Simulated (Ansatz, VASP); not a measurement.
One calculation of CdS, two programs

```
Cd S
1.0
     4.16460    0.00000    0.00000
    -2.08230    3.60665    0.00000
     0.00000    0.00000    6.76601
Cd S
2 2
Direct
  0.33333 0.66667 0.99904
  0.66667 0.33333 0.49904
  0.33333 0.66667 0.37596
  0.66667 0.33333 0.87596
```

Alike in both runs: task single point; functional PBE; k mesh 12 × 12 × 4; no spin polarisation.

|  | VASP | Ansatz |
| --- | --- | --- |
| version | VASP 6.6.1 | Ansatz 0.2.0 |
| potentials or method | VASP PAW PBE potentials, release 64 (Cd, S) | plane waves, PAW |
| plane-wave cutoff (eV) | 520 | 420 |
| occupations | gaussian, width 0.01 eV | fixed |
| valence electrons in the cell | 36 | 52 |

|  | VASP | Ansatz | Ansatz less VASP |
| --- | --- | --- | --- |
| gap on the k mesh at the Fermi level (eV) | 1.18 | 1.17 | -0.002 |
| pressure (GPa) | 1.7 | 1.4 | -0.33 |
| traceless stress, the component that is largest in VASP (GPa) | 0.05 | 0.05 | -0.001 |

VASP's potentials hold 36 valence electrons a cell and Ansatz's 52, so a difference there can come from the potentials and not from the codes.
